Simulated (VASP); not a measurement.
# Pd (P6_3/mmc) in VASP: further runs, part 2 of 2

VASP 6.6.1. The steps go on from the part before.

## Step 3: Single point, LDA, collinear spin (14.75 Å³/atom)

This run uses another cell than the first one, of 14.75 Å³/atom.

INCAR

```
SYSTEM = Pd
  PREC = Accurate
  ENCUT = 520
  EDIFF = 1E-7
  ISMEAR = -1
  SIGMA = 0.05
  LREAL = .FALSE.
  LASPH = .TRUE.
  NELM = 150
  ALGO = Normal
  ISIF = 2
  LWAVE = .FALSE.
  LCHARG = .FALSE.
  ISPIN = 2
  MAGMOM = 0.5 0.5 -0.5 -0.5
  LORBIT = 11
  LMAXMIX = 4
  GGA = CA
  NBANDS = 32
```

KPOINTS

```
Automatic mesh
0
G
  15 15 4
  0 0 0
```

POSCAR

```
Pd
1.0
    2.7411302482      0.0000000000      0.0000000000
   -1.3705651241      2.3738884300      0.0000000000
    0.0000000000      0.0000000000      9.0639869131
Pd
4
Direct
    1.0000000000      0.0000000000      1.0000000000
    1.0000000000      1.0000000000      0.5000000000
    0.3333333333      0.6666666667      0.2500000000
    0.6666666667      0.3333333333      0.7500000000
```

Potentials or basis: VASP PAW LDA potentials, release 64 (Pd).

The run is started by

```console
cat potpaw_LDA.64/Pd/POTCAR > POTCAR
mpirun -np 1 vasp_std > vasp.out
```

OUTCAR:

```text
SYSTEM = Pd
   PREC = Accurate
   ENCUT = 520
   EDIFF = 1E-7
   ISMEAR = -1
   LREAL = .FALSE.
   LASPH = .TRUE.
   NELM = 150
   ISIF = 2
   ISPIN = 2
   LORBIT = 11
   GGA = CA

 ion  position               nearest neighbor table
   1  0.000  0.000  0.000-   3 2.76   4 2.76   3 2.76   4 2.76   4 2.76   3 2.76
   2  0.000  0.000  0.500-   3 2.76   4 2.76   3 2.76   4 2.76   4 2.76   3 2.76
   3  0.333  0.667  0.250-   1 2.76   2 2.76   1 2.76   2 2.76   1 2.76   2 2.76
   4  0.667  0.333  0.750-   1 2.76   2 2.76   1 2.76   2 2.76   1 2.76   2 2.76

  LATTYP: Found a hexagonal cell.
 ALAT       =     2.7411302482
 C/A-ratio  =     3.3066604256

  Lattice vectors:

 A1 = (   2.7411302482,   0.0000000000,   0.0000000000)
 A2 = (  -1.3705651241,   2.3738884300,   0.0000000000)
 A3 = (   0.0000000000,   0.0000000000,   9.0639869131)

Analysis of symmetry for initial positions (statically):
=====================================================================
 Subroutine PRICEL returns:
 Original cell was already a primitive cell.

 Routine SETGRP: Setting up the symmetry group for a
 hexagonal supercell.

 Subroutine GETGRP returns: Found 24 space group operations
 (whereof 12 operations were pure point group operations)
 out of a pool of 24 trial point group operations.

The static configuration has the point symmetry D_3d.
 The point group associated with its full space group is D_6h.

Analysis of symmetry for dynamics (positions and initial velocities):
=====================================================================
 Subroutine PRICEL returns:
 Original cell was already a primitive cell.

 Routine SETGRP: Setting up the symmetry group for a
 hexagonal supercell.

 Subroutine GETGRP returns: Found 24 space group operations
 (whereof 12 operations were pure point group operations)
 out of a pool of 24 trial point group operations.

The dynamic configuration has the point symmetry D_3d.
 The point group associated with its full space group is D_6h.

Analysis of structural, dynamic, and magnetic symmetry:
=====================================================================
 Subroutine PRICEL returns:
 Original cell was already a primitive cell.

 Routine SETGRP: Setting up the symmetry group for a
 hexagonal supercell.

 Subroutine GETGRP returns: Found 24 space group operations
 (whereof 12 operations were pure point group operations)
 out of a pool of 24 trial point group operations.

The overall configuration has the point symmetry D_3d.
 The point group associated with its full space group is D_6h.

 Subroutine INISYM returns: Found 24 space group operations
 (whereof 12 operations are pure point group operations),
 and found     1 'primitive' translations

----------------------------------------------------------------------------------------

                                     Primitive cell

  volume of cell :      58.9806

  direct lattice vectors                    reciprocal lattice vectors
     2.741130248  0.000000000  0.000000000     0.364813019  0.210624894  0.000000000
    -1.370565124  2.373888430  0.000000000     0.000000000  0.421249789  0.000000000
     0.000000000  0.000000000  9.063986913     0.000000000  0.000000000  0.110326726

  length of vectors
     2.741130248  2.741130248  9.063986913     0.421249789  0.421249789  0.110326726

  position of ions in fractional coordinates (direct lattice)
[... 83 lines left out ...]
   EDIFF  = 0.1E-06   stopping-criterion for ELM
   LREAL  =      F    real-space projection
   EDIFFG = 0.1E-05   stopping-criterion for IOM
   NSW    =      0    number of steps for IOM
   IBRION =     -1    ionic relax: 0-MD 1-quasi-New 2-CG
   NFREE  =      0    steps in history (QN), initial steepest desc. (CG)
   ISIF   =      2    stress and relaxation
   ISYM   =      2    0-nonsym 1-usesym 2-fastsym
   POTIM  = 0.5000    time-step for ionic-motion
   TEBEG  =    0.0;   TEEND  =   0.0 temperature during run
   PSTRESS=    0.0 pullay stress
   NELECT =      40.0000    total number of electrons
   NUPDOWN=      -1.0000    fix difference up-down
   EMIN   =  10.00;   EMAX   =-10.00  energy-range for DOS
   EFERMI =   0.00;   METHOD = LEGACY
   ISMEAR =    -1;   SIGMA  =   0.05  broadening in eV -4-tet -1-fermi 0-gaus
   EFERMI_NEDOS =   21; number of points for ismear=-14 and -15
   IALGO  =     38    algorithm
   IMIX   =      4    mixing-type and parameters
     AMIX     =   0.40;   BMIX     =  1.00
     AMIX_MAG =   1.60;   BMIX_MAG =  1.00
  volume/ion in A,a.u.               =      14.75        99.51
  Fermi-wavevector in a.u.,A,eV,Ry     =   1.438330  2.718049 28.147624  2.068792
  Thomas-Fermi vector in A             =   2.557308
   LORBIT       =     11    0 simple, 1 ext, 2 COOP (PROOUT), +10 PAW based schemes
   GGA     = CA    functional components
   LHFCALC =     F    Hartree Fock is set to
   AEXX    =    0.0000 exact exchange contribution
   IVDW    =     0    specifies the selected vdW correction
   LEPSILON=     F    determine dielectric tensor
   LRPA    =     F    only Hartree local field effects (RPA)
 spin polarized calculation
  energy-cutoff  :      520.00
  volume of cell :       58.98
 maximum number of plane-waves:      1614
   NGX = 11   NGY = 11   NGZ = 33

 number of electron      40.0000003 magnetization      -0.0005643

 number of electron      40.0000003 magnetization       0.0024161

 Free energy of the ion-electron system (eV)
  ---------------------------------------------------
  ext. energy  EPLUGINS =         0.00000000
  ---------------------------------------------------
  free energy    TOTEN  =       -25.90180788 eV

  energy without entropy =      -25.82668794  energy(sigma->0) =      -25.86424791

 E-fermi :   9.6120     XC(G=0): -13.5182

 val. band max:        9.6095496306   @ k =   0.4667  -0.0000   0.5000
 cond. band min:       9.6149079403   @ k =   0.4667   0.0667   0.0000
 fundamental gap:      0.0053583097
 Fermi energy:         9.6120173674

 spin component 1

 k-point     1 :       0.0000    0.0000    0.0000
  band No.  band energies     occupation
      1       2.3573      1.00000
      2       4.0158      1.00000
      3       4.0225      1.00000
      4       4.2299      1.00000
      5       6.6422      1.00000
      6       6.6512      1.00000
[... 829 lines left out ...]
     31      21.7659      0.00000
     32      22.4747      0.00000

 [... further k-points ...]

 spin component 2

 k-point     1 :       0.0000    0.0000    0.0000
  band No.  band energies     occupation
      1       2.3575      1.00000
      2       4.0160      1.00000
      3       4.0227      1.00000
      4       4.2302      1.00000
      5       6.6425      1.00000
      6       6.6516      1.00000
[... 829 lines left out ...]
     31      21.7661      0.00000
     32      22.4749      0.00000

 [... further k-points ...]

------------------------ aborting loop because EDIFF is reached ----------------------------------------

  FORCE on cell =-STRESS in cart. coord.  units (eV):
  Direction    XX          YY          ZZ          XY          YZ          ZX
  --------------------------------------------------------------------------------------
  -------------------------------------------------------------------------------------
  Total       -2.8248153     -2.8248153     -2.9048629      0.0000000      0.0000000      0.0000000
  in kB      -76.7346284    -76.7346284    -78.9090791      0.0000000      0.0000000      0.0000000
  external PRESSURE =     -77.4594453 kB  Pullay stress =       0.0000000 kB

 VOLUME and BASIS-vectors are now :
 -----------------------------------------------------------------------------
  energy-cutoff  :      520.00
  volume of cell :       58.98
      direct lattice vectors                 reciprocal lattice vectors
     2.741130248  0.000000000  0.000000000     0.364813019  0.210624894  0.000000000
    -1.370565124  2.373888430  0.000000000     0.000000000  0.421249789  0.000000000
     0.000000000  0.000000000  9.063986913     0.000000000  0.000000000  0.110326726

 POSITION                                       TOTAL-FORCE (eV/Angst)
 -----------------------------------------------------------------------------------
      0.00000      0.00000      0.00000        -0.000000      0.000000     -0.000000
      0.00000      0.00000      4.53199        -0.000000      0.000000     -0.000000
     -0.00000      1.58259      2.26600         0.000000     -0.000000      0.000000
      1.37057      0.79130      6.79799        -0.000000      0.000000      0.000000
 -----------------------------------------------------------------------------------
    total drift:                                0.000000     -0.000000      0.000000

  FREE ENERGIE OF THE ION-ELECTRON SYSTEM (eV)
  ---------------------------------------------------
  free  energy   TOTEN  =       -25.9018078830 eV

  energy  without entropy=      -25.8266879439  energy(sigma->0) =      -25.86424791

 total charge

# of ion       s       p       d       tot
------------------------------------------
    1        0.490   0.483   8.467   9.440
    2        0.490   0.483   8.467   9.440
    3        0.490   0.485   8.462   9.438
    4        0.490   0.485   8.462   9.438
--------------------------------------------------
tot          1.961   1.935  33.859  37.755

 magnetization (x)

# of ion       s       p       d       tot
------------------------------------------
    1       -0.000  -0.000   0.000   0.000
    2       -0.000  -0.000   0.000   0.000
    3       -0.000  -0.000   0.000   0.000
    4       -0.000  -0.000   0.000   0.000
--------------------------------------------------
tot         -0.000  -0.000   0.002   0.002
```

Run time: 5.3 min. Hardware: 1 thread of Intel Xeon 8259CL, shared host; peak memory 0.31 GiB.

What came out:

- Free energy: -25.9018 eV
- Pressure: -7.7 GPa
- Band gap on the k mesh: zero (filled and empty bands overlap)
- Net moment: 0.00 μB per cell
- Valence electrons inside the program's atomic spheres: Pd 9.44

Caveat: the cell stands under tension.
